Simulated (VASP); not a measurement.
# SnO2 (R-3m) in VASP: further runs, part 2 of 2

VASP 6.6.1.

**3. Single point, PBEsol**

INCAR

```
SYSTEM = SnO2
PREC = Accurate ; ENCUT = 520
EDIFF = 1E-7 ; ISMEAR = 0
SIGMA = 0.05 ; LREAL = .FALSE.
LASPH = .TRUE. ; NELM = 60
ALGO = Normal ; ISIF = 2
LWAVE = .FALSE. ; LCHARG = .TRUE.
GGA = PS ; LELF = .TRUE.
LVHAR = .TRUE. ; NBANDS = 20
```

KPOINTS

```
regular mesh
0
G
  12 12 12
  0 0 0
```

POSCAR

```
SnO2
1.0
    1.5613801911      0.9014632736      4.2894384516
   -1.5613801911      0.9014632736      4.2894384516
    0.0000000000     -1.8029265473      4.2894384516
Sn O
1 2
Direct
    0.5000000000      0.5000000000      0.5000000000
    0.2541351940      0.2541351940      0.2541351940
    0.7458648060      0.7458648060      0.7458648060
```

Potentials or basis: VASP PAW PBE potentials, release 64 (Sn_d, O).

Command:

```sh
$ cat potpaw_PBE.64/Sn_d/POTCAR potpaw_PBE.64/O/POTCAR > POTCAR
$ mpirun -np 1 vasp_std > vasp.out
```

OUTCAR:

```text
SYSTEM = SnO2
   PREC = Accurate
   ENCUT = 520
   EDIFF = 1E-7
   ISMEAR = 0
   LREAL = .FALSE.
   LASPH = .TRUE.
   NELM = 60
   ISIF = 2
   GGA = PS

 ion  position               nearest neighbor table
   1  0.500  0.500  0.500-   2 2.13   2 2.13   3 2.13   3 2.13   2 2.13   3 2.13
   2  0.254  0.254  0.254-   1 2.13   1 2.13   1 2.13
   3  0.746  0.746  0.746-   1 2.13   1 2.13   1 2.13

  LATTYP: Found a trigonal (rhomboedric) cell.
 ALAT       =     4.6529373910
 COS(alpha) =     0.7747872837

  Lattice vectors:

 A1 = (   1.5613801911,   0.9014632736,   4.2894384516)
 A2 = (  -1.5613801911,   0.9014632736,   4.2894384516)
 A3 = (   0.0000000000,  -1.8029265473,   4.2894384516)

Analysis of symmetry for initial positions (statically):
=====================================================================
 Subroutine PRICEL returns:
 Original cell was already a primitive cell.

 Routine SETGRP: Setting up the symmetry group for a
 trigonal (rhombohedral) supercell.

 Subroutine GETGRP returns: Found 12 space group operations
 (whereof 12 operations were pure point group operations)
 out of a pool of 12 trial point group operations.

The static configuration has the point symmetry D_3d.

Analysis of symmetry for dynamics (positions and initial velocities):
=====================================================================
 Subroutine PRICEL returns:
 Original cell was already a primitive cell.

 Routine SETGRP: Setting up the symmetry group for a
 trigonal (rhombohedral) supercell.

 Subroutine GETGRP returns: Found 12 space group operations
 (whereof 12 operations were pure point group operations)
 out of a pool of 12 trial point group operations.

The dynamic configuration has the point symmetry D_3d.

 Subroutine INISYM returns: Found 12 space group operations
 (whereof 12 operations are pure point group operations),
 and found     1 'primitive' translations

----------------------------------------------------------------------------------------

                                     Primitive cell

  volume of cell :      36.2250

  direct lattice vectors                    reciprocal lattice vectors
     1.561380191  0.901463274  4.289438452     0.320229501  0.184884589  0.077710250
    -1.561380191  0.901463274  4.289438452    -0.320229501  0.184884589  0.077710250
     0.000000000 -1.802926547  4.289438452     0.000000000 -0.369769178  0.077710250

  length of vectors
     4.652937391  4.652937391  4.652937391     0.377846699  0.377846699  0.377846699

  position of ions in fractional coordinates (direct lattice)
     0.500000000  0.500000000  0.500000000
     0.254135194  0.254135194  0.254135194
     0.745864806  0.745864806  0.745864806

  ion indices of the primitive-cell ions
   primitive index   ion index
                 1           1
                 2           2
                 3           3

----------------------------------------------------------------------------------------

 KPOINTS: regular mesh

Automatic generation of k-mesh.
 Grid dimensions read from file:
 generate k-points for:   12   12   12

 Generating k-lattice:

  Cartesian coordinates                     Fractional coordinates (reciprocal lattice)
     0.026685792  0.015407049  0.006475854     0.083333333 -0.000000000 -0.000000000
    -0.026685792  0.015407049  0.006475854    -0.000000000  0.083333333 -0.000000000
     0.000000000 -0.030814098  0.006475854     0.000000000  0.000000000  0.083333333

  Length of vectors
     0.031487225  0.031487225  0.031487225

  Shift w.r.t. Gamma in fractional coordinates (k-lattice)
     0.000000000  0.000000000  0.000000000

 Subroutine IBZKPT returns following result:
 ===========================================

 Found    189 irreducible k-points:

 Following reciprocal coordinates:
            Coordinates               Weight
  0.000000  0.000000  0.000000      1.000000
  0.083333  0.000000  0.000000      6.000000
  0.166667  0.000000  0.000000      6.000000
  0.250000 -0.000000  0.000000      6.000000
  0.333333  0.000000  0.000000      6.000000
  0.416667  0.000000  0.000000      6.000000
[... 16 lines left out ...]
  0.500000  0.166667 -0.000000     12.000000
 -0.416667  0.166667  0.000000     12.000000
 [... further k-points ...]
   k-points           NKPTS =    189   k-points in BZ     NKDIM =    189   number of bands    NBANDS=     20
   number of dos      NEDOS =    301   number of ions     NIONS =      3
   total plane-waves  NPLWV =  46656
   dimension x,y,z NGX =    36 NGY =   36 NGZ =   36
   dimension x,y,z NGXF=    72 NGYF=   72 NGZF=   72
   ions per type =               1   2
   NGX,Y,Z   is equivalent  to a cutoff of  12.86, 12.86, 12.86 a.u.
   NGXF,Y,Z  is equivalent  to a cutoff of  25.73, 25.73, 25.73 a.u.
 SYSTEM =  SnO2
   PREC   = accura    normal or accurate (medium, high low for compatibility)
   ISTART =      0    job   : 0-new  1-cont  2-samecut
   ICHARG =      2    charge: 1-file 2-atom 10-const
   ISPIN  =      1    spin polarized calculation?
   LNONCOLLINEAR =      F non collinear calculations
   LSORBIT =      F    spin-orbit coupling
   LASPH  =      T    aspherical Exc in radial PAW
   ENCUT  =  520.0 eV  38.22 Ry    6.18 a.u.   8.65  8.65  8.65*2*pi/ulx,y,z
   NELM   =     60;   NELMIN=  2; NELMDL= -5     # of ELM steps
   EDIFF  = 0.1E-06   stopping-criterion for ELM
   LREAL  =      F    real-space projection
   EDIFFG = 0.1E-05   stopping-criterion for IOM
   NSW    =      0    number of steps for IOM
   IBRION =     -1    ionic relax: 0-MD 1-quasi-New 2-CG
   NFREE  =      0    steps in history (QN), initial steepest desc. (CG)
   ISIF   =      2    stress and relaxation
   ISYM   =      2    0-nonsym 1-usesym 2-fastsym
   POTIM  = 0.5000    time-step for ionic-motion
   TEBEG  =    0.0;   TEEND  =   0.0 temperature during run
   PSTRESS=    0.0 pullay stress
   NELECT =      26.0000    total number of electrons
   NUPDOWN=      -1.0000    fix difference up-down
   EMIN   =  10.00;   EMAX   =-10.00  energy-range for DOS
   EFERMI =   0.00;   METHOD = LEGACY
   ISMEAR =     0;   SIGMA  =   0.05  broadening in eV -4-tet -1-fermi 0-gaus
   EFERMI_NEDOS =   21; number of points for ismear=-14 and -15
   IALGO  =     38    algorithm
   IMIX   =      4    mixing-type and parameters
     AMIX     =   0.40;   BMIX     =  1.00
     AMIX_MAG =   1.60;   BMIX_MAG =  1.00
  volume/ion in A,a.u.               =      12.07        81.49
  Fermi-wavevector in a.u.,A,eV,Ry     =   1.465761  2.769887 29.231507  2.148455
  Thomas-Fermi vector in A             =   2.581579
   LORBIT       =      0    0 simple, 1 ext, 2 COOP (PROOUT), +10 PAW based schemes
   GGA     = PS    functional components
   LHFCALC =     F    Hartree Fock is set to
   AEXX    =    0.0000 exact exchange contribution
   IVDW    =     0    specifies the selected vdW correction
   LEPSILON=     F    determine dielectric tensor
   LRPA    =     F    only Hartree local field effects (RPA)
 non-spin polarized calculation
 Gauss-broadening in eV      SIGMA  =   0.05
  energy-cutoff  :      520.00
  volume of cell :       36.22
 maximum number of plane-waves:       991
   NGX = 17   NGY = 17   NGZ = 17

 number of electron      26.0000006 magnetization

 Free energy of the ion-electron system (eV)
  ---------------------------------------------------
  ext. energy  EPLUGINS =         0.00000000
  ---------------------------------------------------
  free energy    TOTEN  =       -19.05820692 eV

  energy without entropy =      -19.05820692  energy(sigma->0) =      -19.05820692

 E-fermi :   5.9955     XC(G=0): -11.5027

 val. band max:        5.6822104534   @ k =   0.0000   0.0000   0.0000
 cond. band min:       7.2518630083   @ k =   0.0000   0.0000   0.0000
 fundamental gap:      1.5696525549
 Fermi energy:         5.9954877031

 k-point     1 :       0.0000    0.0000    0.0000
  band No.  band energies     occupation
      1     -14.4862      2.00000
      2     -14.3843      2.00000
      3     -14.3843      2.00000
      4     -14.1203      2.00000
      5     -14.1203      2.00000
      6     -12.9385      2.00000
[... 12 lines left out ...]
     19      22.6133      0.00000
[... 513 lines left out ...]
      4     -14.0880      2.00000
      5     -14.0690      2.00000
      6     -10.9103      2.00000
[... 12 lines left out ...]
     19      19.5178      0.00000
     20      22.0322      0.00000

 [... further k-points ...]

------------------------ aborting loop because EDIFF is reached ----------------------------------------

  FORCE on cell =-STRESS in cart. coord.  units (eV):
  Direction    XX          YY          ZZ          XY          YZ          ZX
  --------------------------------------------------------------------------------------
  -------------------------------------------------------------------------------------
  Total        1.4709595      1.4709595     -1.9153906     -0.0000000      0.0000000      0.0000000
  in kB       65.0583304     65.0583304    -84.7148475     -0.0000000      0.0000000      0.0000000
  external PRESSURE =      15.1339378 kB  Pullay stress =       0.0000000 kB

 VOLUME and BASIS-vectors are now :
 -----------------------------------------------------------------------------
  energy-cutoff  :      520.00
  volume of cell :       36.22
      direct lattice vectors                 reciprocal lattice vectors
     1.561380191  0.901463274  4.289438452     0.320229501  0.184884589  0.077710250
    -1.561380191  0.901463274  4.289438452    -0.320229501  0.184884589  0.077710250
     0.000000000 -1.802926547  4.289438452     0.000000000 -0.369769178  0.077710250

 POSITION                                       TOTAL-FORCE (eV/Angst)
 -----------------------------------------------------------------------------------
      0.00000     -0.00000      6.43416         0.000000     -0.000000      0.000000
      0.00000     -0.00000      3.27029         0.000000      0.000000     -1.593301
      0.00000     -0.00000      9.59802         0.000000     -0.000000      1.593301
 -----------------------------------------------------------------------------------
    total drift:                               -0.000000      0.000000      0.000000

  FREE ENERGIE OF THE ION-ELECTRON SYSTEM (eV)
  ---------------------------------------------------
  free  energy   TOTEN  =       -19.0582069181 eV

  energy  without entropy=      -19.0582069181  energy(sigma->0) =      -19.05820692
```

It took 85 s on 1 thread of Intel Xeon 6975P-C (Granite Rapids), shared host; peak memory 0.29 GiB.

What came out:

```yaml
Free_energy: -19.0582 eV
Pressure: 1.5 GPa
Largest_force: 1.593 eV/Å
Band_gap_on_the_k_mesh: 1.57 eV, direct
```

Forces on the atoms (eV/Å):
```
Sn   0.000  0.000  0.000
O    0.000  0.000 -1.593
O    0.000  0.000  1.593
```

Stress tensor (GPa, compression positive):
```
 6.51  0.00  0.00
 0.00  6.51  0.00
 0.00  0.00 -8.47
```

Caveat: the PAW data sets were made with another functional, which shifts forces and pressure a little; spin-orbit coupling is left out, which moves the levels of the heavy elements.

**4. Single point, PBEsol**

INCAR

```
SYSTEM = SnO2
PREC = Accurate ; ENCUT = 520
EDIFF = 1E-6 ; ISMEAR = 0
SIGMA = 0.05 ; LREAL = .FALSE.
LASPH = .TRUE. ; NELM = 80
ALGO = Normal ; ISIF = 2
LWAVE = .FALSE. ; LCHARG = .TRUE.
GGA = PS ; LELF = .TRUE.
LVHAR = .TRUE. ; NBANDS = 20
```

KPOINTS is that of step 3.

POSCAR

```
SnO2
1.0
    1.5613801911      0.9014632736      4.2894384516
   -1.5613801911      0.9014632736      4.2894384516
    0.0000000000     -1.8029265473      4.2894384516
Sn O
1 2
Direct
    0.5000000000      0.5000000000      0.5000000000
    0.2287404228      0.2287404228      0.2287404228
    0.7712595772      0.7712595772      0.7712595772
```

Command:

```sh
$ cat potpaw_PBE.64/Sn_d/POTCAR potpaw_PBE.64/O/POTCAR > POTCAR
$ mpirun -np 1 vasp_std > vasp.out
```

It took 69 s on 1 thread of Intel Xeon 6975P-C (Granite Rapids), shared host; peak memory 0.28 GiB.

It converged, with:

- Free energy: -18.2877 eV
- Pressure: 42.1 GPa
- Largest force: 4.207 eV/Å
- Band gap on the k mesh: 2.97 eV, indirect (least direct gap 3.75 eV)

Forces in eV/Å, atoms in the order of the input:
```
Sn   0.000  0.000  0.000
O    0.000  0.000  4.207
O    0.000  0.000 -4.207
```

Stress tensor (GPa, compression positive):
```
48.89  0.00  0.00
 0.00 48.89  0.00
 0.00  0.00 28.53
```

Levels at points of the mesh, in eV from the valence-band top:
```csv
k point,band 11,band 12,band 13,band 14,band 15,band 16
"(0.00, 0.00, 0.00)",-1.27,-1.27,-0.78,2.97,6.79,12.02
"(0.50, 0.00, 0.00)",-1.45,-0.84,-0.39,7.33,8.89,9.77
"(0.50, 0.50, 0.00)",-0.94,-0.20,-0.12,6.86,7.59,10.79
"(0.50, 0.50, 0.50)",-1.92,-1.21,-1.21,4.61,6.81,12.27
```

Caveat: the PAW data sets were made with another functional, which shifts forces and pressure a little; spin-orbit coupling is left out, which moves the levels of the heavy elements. As with any semilocal functional, this PBEsol gap is likely too small.
